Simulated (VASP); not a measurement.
# BN (Cm) in VASP: notebook

Runs on BN. Level: PBE+D3(BJ). Tasks: single point.

All numbers are computed with VASP 6.6.1; they aren't measurements. Logs are shortened: lines on timing, memory, paths and dates and some standing lists are left out, and cuts for length are marked.

### Step 1. The cell of the first run

Symmetry: Cm, No. 8, monoclinic system. The conventional cell has a = 4.341 Å, b = 2.506 Å, c = 6.617 Å, α = 90.00°, β = 90.00°, γ = 90.00°. Within 1.9 Å of B (site symmetry m) lie 3 N at 1.45 Å. B (site symmetry m) has 3 N at 1.45 to 1.85 Å within 1.9 Å. Within 1.9 Å of N (site symmetry m) lie 3 B at 1.45 to 1.85 Å. Within 1.9 Å of N (site symmetry m) lie 3 B at 1.45 Å.

### Step 2. Single point, PBE+D3(BJ) (atom 3 (N) moved by (-0.300, -0.600) A along y and z)

Input file INCAR:

```
  PREC = Accurate
  ENCUT = 520
  EDIFF = 1E-6
  ISMEAR = 0
  SIGMA = 0.05
  LREAL = False
  LASPH = True
  NELM = 60
  ALGO = Normal
  ISIF = 2
  LWAVE = False
  LCHARG = True
  GGA = PE
  IVDW = 12
  LELF = True
  LVHAR = True
  NBANDS = 16
```

Input file KPOINTS:

```
Automatic mesh
0
Gamma
  12 12 4
```

Input file POSCAR:

```
BN
1.0
    2.5064381059      0.0000000000      0.0000000000
   -1.2532190530      2.1706390727      0.0000000000
    0.0000000000      0.0000000000      6.6168468515
B N
2 2
Direct
    0.3333333333      0.6666666667      0.2500000000
    0.6666666667      0.3333333333      0.7500000000
    0.2642292608      0.5284585215      0.6593223686
    0.6666666667      0.3333333333      0.2500000000
```

Potentials or basis: VASP PAW PBE potentials, release 64 (B, N).

Started as:

```console
$ cat potpaw_PBE.64/B/POTCAR potpaw_PBE.64/N/POTCAR > POTCAR
$ mpirun -np 1 vasp_std > vasp.out
```

OUTCAR:

```text
PREC = Accurate
   ENCUT = 520
   EDIFF = 1E-6
   ISMEAR = 0
   LREAL = False
   LASPH = True
   NELM = 60
   ISIF = 2
   GGA = PE
   IVDW = 12
 IVDW          = 12

 ion  position               nearest neighbor table
   1  0.333  0.667  0.250-   4 1.45   4 1.45   4 1.45
   2  0.667  0.333  0.750-   3 1.45   3 1.45   3 1.85
   3  0.264  0.528  0.659-   2 1.45   2 1.45   2 1.85
   4  0.667  0.333  0.250-   1 1.45   1 1.45   1 1.45

  LATTYP: Found a hexagonal cell.
 ALAT       =     2.5064381059
 C/A-ratio  =     2.6399402546

  Lattice vectors:

 A1 = (   2.5064381059,   0.0000000000,   0.0000000000)
 A2 = (  -1.2532190530,   2.1706390727,   0.0000000000)
 A3 = (   0.0000000000,   0.0000000000,   6.6168468515)

Analysis of symmetry for initial positions (statically):
=====================================================================
 Subroutine PRICEL returns:
 Original cell was already a primitive cell.

 Routine SETGRP: Setting up the symmetry group for a
 hexagonal supercell.

 Subroutine GETGRP returns: Found  2 space group operations
 (whereof  2 operations were pure point group operations)
 out of a pool of 24 trial point group operations.

The static configuration has the point symmetry C_1h.

Analysis of symmetry for dynamics (positions and initial velocities):
=====================================================================
 Subroutine PRICEL returns:
 Original cell was already a primitive cell.

 Routine SETGRP: Setting up the symmetry group for a
 hexagonal supercell.

 Subroutine GETGRP returns: Found  2 space group operations
 (whereof  2 operations were pure point group operations)
 out of a pool of 24 trial point group operations.

The dynamic configuration has the point symmetry C_1h.

 Subroutine INISYM returns: Found  2 space group operations
 (whereof  2 operations are pure point group operations),
 and found     1 'primitive' translations

----------------------------------------------------------------------------------------

                                     Primitive cell

  volume of cell :      35.9994

  direct lattice vectors                    reciprocal lattice vectors
     2.506438106  0.000000000  0.000000000     0.398972549  0.230346909  0.000000000
    -1.253219053  2.170639073  0.000000000     0.000000000  0.460693817  0.000000000
     0.000000000  0.000000000  6.616846852     0.000000000  0.000000000  0.151129386

  length of vectors
     2.506438106  2.506438106  6.616846852     0.460693817  0.460693817  0.151129386

  position of ions in fractional coordinates (direct lattice)
     0.333333333  0.666666667  0.250000000
     0.666666667  0.333333333  0.750000000
     0.264229261  0.528458521  0.659322369
     0.666666667  0.333333333  0.250000000

  ion indices of the primitive-cell ions
   primitive index   ion index
                 1           1
                 2           2
                 3           3
                 4           4

----------------------------------------------------------------------------------------

 KPOINTS: Automatic mesh

Automatic generation of k-mesh.
 Grid dimensions read from file:
 generate k-points for:   12   12    4

 Generating k-lattice:

  Cartesian coordinates                     Fractional coordinates (reciprocal lattice)
     0.033247712  0.019195576  0.000000000     0.083333333  0.000000000  0.000000000
     0.000000000  0.038391151  0.000000000     0.000000000  0.083333333  0.000000000
     0.000000000  0.000000000  0.037782346     0.000000000  0.000000000  0.250000000

  Length of vectors
     0.038391151  0.038391151  0.037782346

  Shift w.r.t. Gamma in fractional coordinates (k-lattice)
     0.000000000  0.000000000  0.000000000

 Subroutine IBZKPT returns following result:
 ===========================================

 Found    164 irreducible k-points:

 Following reciprocal coordinates:
            Coordinates               Weight
  0.000000  0.000000  0.000000      1.000000
  0.083333 -0.000000  0.000000      4.000000
  0.000000  0.083333  0.000000      2.000000
  0.166667  0.000000  0.000000      4.000000
  0.000000  0.166667  0.000000      2.000000
  0.250000  0.000000  0.000000      4.000000
[... 16 lines left out ...]
 -0.083333  0.416667  0.000000      4.000000
 -0.416667  0.333333  0.000000      4.000000
 [... further k-points ...]
   k-points           NKPTS =    164   k-points in BZ     NKDIM =    164   number of bands    NBANDS=     16
   number of dos      NEDOS =    301   number of ions     NIONS =      4
   total plane-waves  NPLWV =  20000
   dimension x,y,z NGX =    20 NGY =   20 NGZ =   50
   dimension x,y,z NGXF=    40 NGYF=   40 NGZF=  100
   ions per type =               2   2
   NGX,Y,Z   is equivalent  to a cutoff of  13.27, 13.27, 12.56 a.u.
   NGXF,Y,Z  is equivalent  to a cutoff of  26.53, 26.53, 25.12 a.u.
 SYSTEM =  unknown system
   PREC   = accura    normal or accurate (medium, high low for compatibility)
   ISTART =      0    job   : 0-new  1-cont  2-samecut
   ICHARG =      2    charge: 1-file 2-atom 10-const
   ISPIN  =      1    spin polarized calculation?
   LNONCOLLINEAR =      F non collinear calculations
   LSORBIT =      F    spin-orbit coupling
   LASPH  =      T    aspherical Exc in radial PAW
   ENCUT  =  520.0 eV  38.22 Ry    6.18 a.u.   4.66  4.66 12.30*2*pi/ulx,y,z
   NELM   =     60;   NELMIN=  2; NELMDL= -5     # of ELM steps
   EDIFF  = 0.1E-05   stopping-criterion for ELM
   LREAL  =      F    real-space projection
   EDIFFG = 0.1E-04   stopping-criterion for IOM
   NSW    =      0    number of steps for IOM
   IBRION =     -1    ionic relax: 0-MD 1-quasi-New 2-CG
   NFREE  =      0    steps in history (QN), initial steepest desc. (CG)
   ISIF   =      2    stress and relaxation
   ISYM   =      2    0-nonsym 1-usesym 2-fastsym
   POTIM  = 0.5000    time-step for ionic-motion
   TEBEG  =    0.0;   TEEND  =   0.0 temperature during run
   PSTRESS=    0.0 pullay stress
   NELECT =      16.0000    total number of electrons
   NUPDOWN=      -1.0000    fix difference up-down
   EMIN   =  10.00;   EMAX   =-10.00  energy-range for DOS
   EFERMI =   0.00;   METHOD = LEGACY
   ISMEAR =     0;   SIGMA  =   0.05  broadening in eV -4-tet -1-fermi 0-gaus
   EFERMI_NEDOS =   21; number of points for ismear=-14 and -15
   IALGO  =     38    algorithm
   IMIX   =      4    mixing-type and parameters
     AMIX     =   0.40;   BMIX     =  1.00
     AMIX_MAG =   1.60;   BMIX_MAG =  1.00
  volume/ion in A,a.u.               =       9.00        60.73
  Fermi-wavevector in a.u.,A,eV,Ry     =   1.249347  2.360923 21.236883  1.560867
  Thomas-Fermi vector in A             =   2.383391
   LORBIT       =      0    0 simple, 1 ext, 2 COOP (PROOUT), +10 PAW based schemes
   GGA     = PE    functional components
   LHFCALC =     F    Hartree Fock is set to
   AEXX    =    0.0000 exact exchange contribution
   IVDW    =    12    specifies the selected vdW correction
   LEPSILON=     F    determine dielectric tensor
   LRPA    =     F    only Hartree local field effects (RPA)
 non-spin polarized calculation
 Gauss-broadening in eV      SIGMA  =   0.05
  energy-cutoff  :      520.00
  volume of cell :       36.00
 maximum number of plane-waves:       992
   NGX =  9   NGY =  9   NGZ = 25

 number of electron      15.9999998 magnetization

 Free energy of the ion-electron system (eV)
  ---------------------------------------------------
  ext. energy  EPLUGINS =         0.00000000
  ---------------------------------------------------
  free energy    TOTEN  =       -32.08494941 eV

  energy without entropy =      -32.08480115  energy(sigma->0) =      -32.08487528

 E-fermi :   4.7252     XC(G=0): -10.3138

 val. band max:        4.7209748240   @ k =   0.5000   0.0000   0.5000
 cond. band min:       4.8045334430   @ k =   0.5000   0.0000   0.2500
 fundamental gap:      0.0835586190
 Fermi energy:         4.7251515822

 k-point     1 :       0.0000    0.0000    0.0000
  band No.  band energies     occupation
      1     -15.2615      2.00000
      2     -14.5640      2.00000
      3      -4.0621      2.00000
      4      -1.2817      2.00000
      5       0.8489      2.00000
      6       1.1359      2.00000
[... 8 lines left out ...]
     15      15.4335      0.00000
     16      17.0839      0.00000

 k-point     2 :       0.0833   -0.0000    0.0000
  band No.  band energies     occupation
      1     -15.1255      2.00000
      2     -14.4289      2.00000
      3      -3.8845      2.00000
      4      -1.1308      2.00000
      5       0.4281      2.00000
      6       0.5851      2.00000
[... 8 lines left out ...]
     15      15.6178      0.00000
     16      17.3183      0.00000

 k-point     3 :       0.0000    0.0833    0.0000
  band No.  band energies     occupation
      1     -15.1248      2.00000
      2     -14.4206      2.00000
      3      -3.8847      2.00000
      4      -1.1296      2.00000
      5       0.5746      2.00000
      6       0.7039      2.00000
[... 8 lines left out ...]
     15      15.5415      0.00000
     16      17.2314      0.00000

 k-point     4 :       0.1667    0.0000    0.0000
  band No.  band energies     occupation
      1     -14.7253      2.00000
      2     -14.0319      2.00000
      3      -3.3632      2.00000
      4      -0.8691      2.00000
      5      -0.8227      2.00000
      6      -0.4885      2.00000
[... 8 lines left out ...]
     15      16.3271      0.00000
     16      17.6875      0.00000
[... 324 lines left out ...]
 k-point    22 :       0.3333    0.0833    0.0000
  band No.  band energies     occupation
      1     -12.7847      2.00000
      2     -12.1016      2.00000
      3      -5.1387      2.00000
      4      -4.4820      2.00000
      5      -1.7222      2.00000
      6      -0.5957      2.00000
[... 8 lines left out ...]
     15      18.4943      0.00000
     16      19.0082      0.00000

 k-point    23 :      -0.0833    0.4167    0.0000
  band No.  band energies     occupation
      1     -12.7864      2.00000
      2     -11.9574      2.00000
      3      -5.1402      2.00000
      4      -3.3506      2.00000
      5      -1.7248      2.00000
      6      -1.1443      2.00000
[... 8 lines left out ...]
     15      17.4406      0.00000
     16      18.6247      0.00000

 k-point    24 :      -0.4167    0.3333    0.0000
  band No.  band energies     occupation
      1     -12.7848      2.00000
      2     -12.1476      2.00000
      3      -5.1401      2.00000
      4      -4.6077      2.00000
      5      -1.7218      2.00000
      6      -0.5575      2.00000
[... 8 lines left out ...]
     15      18.4498      0.00000
     16      18.7071      0.00000

 [... further k-points ...]

------------------------ aborting loop because EDIFF is reached ----------------------------------------

 Edisp (eV)   -0.57268

 E8    (eV) :    -0.1684

  FORCE on cell =-STRESS in cart. coord.  units (eV):
  Direction    XX          YY          ZZ          XY          YZ          ZX
  --------------------------------------------------------------------------------------
  -------------------------------------------------------------------------------------
  Total       0.52162     2.05259    -3.94843    -0.00000    -1.56783     0.00000
  in kB      23.21497    91.35162  -175.72739    -0.00000   -69.77705     0.00000
  external pressure =      -20.39 kB  Pullay stress =        0.00 kB

 VOLUME and BASIS-vectors are now :
 -----------------------------------------------------------------------------
  energy-cutoff  :      520.00
  volume of cell :       36.00
      direct lattice vectors                 reciprocal lattice vectors
     2.506438106  0.000000000  0.000000000     0.398972549  0.230346909  0.000000000
    -1.253219053  2.170639073  0.000000000     0.000000000  0.460693817  0.000000000
     0.000000000  0.000000000  6.616846852     0.000000000  0.000000000  0.151129386

 POSITION                                       TOTAL-FORCE (eV/Angst)
 -----------------------------------------------------------------------------------
     -0.00000      1.44709      1.65421         0.000000     -0.018282      0.393482
      1.25322      0.72355      4.96264         0.000000     -2.704634     -6.170712
      0.00000      1.14709      4.36264        -0.000000      2.722556      6.489079
      1.25322      0.72355      1.65421        -0.000000      0.000360     -0.711849
 -----------------------------------------------------------------------------------
    total drift:                               -0.000000     -0.000025     -0.000298

  FREE ENERGIE OF THE ION-ELECTRON SYSTEM (eV)
  ---------------------------------------------------
  free  energy   TOTEN  =       -32.6576268675 eV

  energy  without entropy=      -32.6574786047  energy(sigma->0) =      -32.65755274
```

It took 93 s on 1 thread of Intel Xeon Platinum 8259CL at 2.50GHz (Skylake/Cascade Lake), shared host; peak memory 0.21 GiB.

Results:

```
Free energy                : -32.6576 eV
Pressure                   : -2.0 GPa
Largest force              : 7.037 eV/Å
Band gap on the k mesh     : zero (band 8 reaches 4.87 eV, above the bottom of band 9 at 4.72 eV)
Dispersion energy per atom : -0.143 eV
```

Forces on the atoms (eV/Å):
```
B    0.000 -0.018  0.393
B    0.000 -2.705 -6.171
N    0.000  2.723  6.489
N    0.000  0.000 -0.712
```

Levels at points of the mesh, in eV from the Fermi level:
```
           k point  band 4  band 5  band 6  band 7  band 8  band 9  band 10  band 11  band 12  band 13
(0.00, 0.00, 0.00)   -6.01   -3.88   -3.59   -3.58   -0.46    0.44     6.49     8.03     9.31     9.32
(0.50, 0.00, 0.00)  -10.49   -6.38   -4.00   -3.33   -2.92    0.17     2.91     4.69     7.41     9.02
(0.00, 0.50, 0.00)   -9.54   -6.38   -5.62   -4.46   -2.56    1.00     3.11     5.42     7.62     8.90
(0.00, 0.00, 0.50)   -7.37   -3.87   -3.59   -3.58    0.15    1.01     6.21     6.81     9.31     9.32
(0.50, 0.00, 0.50)  -10.50   -6.38   -3.79   -3.19   -3.09    0.00     2.41     4.94     7.64     9.53
(0.00, 0.50, 0.50)   -9.56   -6.38   -5.62   -4.06   -3.10    1.51     2.52     5.58     7.65     8.62
```

Caveat: the cell differs from its parent crystal (atom 3 (N) moved by (-0.300, -0.600) A along y and z); forces of over 1 eV/Å act on the atoms, so gaps and moduli don't describe the material at rest.

[end of part 1 of 2]
